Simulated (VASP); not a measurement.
Runs of VASP 6.6.1 on CdF2. The structure is that of space group Fm-3m (No. 225), or close to it. The cells are those of the table. 

| task | cell | k mesh | cutoff (eV) | smearing | gap on the mesh (eV) | pressure (GPa) | relaxed volume (Å³/atom) |
| --- | --- | --- | --- | --- | --- | --- | --- |
| single point | a = 3.875 Å, angles 60.0°, 3 atoms | 6 × 6 × 6 | 520 | gaussian 0.1 eV | 2.91 | (a) | - |
| single point | a = 3.876 Å, angles 60.0°, 3 atoms | 8 × 8 × 8 | 520 | gaussian 0.02 eV | 2.89 | 0.5 | - |
| relaxation of cell and atoms | relaxed from a = 3.875 Å, angles 60.0°, 3 atoms | 8 × 8 × 8 | 600 | gaussian 0.02 eV | 2.87 | -0.1 | 13.79 |
| relaxation of cell and atoms | relaxed from a = 3.810 Å, angles 60.0°, 3 atoms | 6 × 6 × 6 | 600 | gaussian 0.1 eV | 2.89 | 0.0 | 13.79 |

Alike in all rows: level PBE; potentials or basis VASP PAW PBE potentials, release 64 (Cd, F); no spin polarisation.

Task: Fill in the values left out.

Result: (a) 0.6.

A k mesh can miss the band edges, and the runs leave out spin-orbit coupling on Cd.
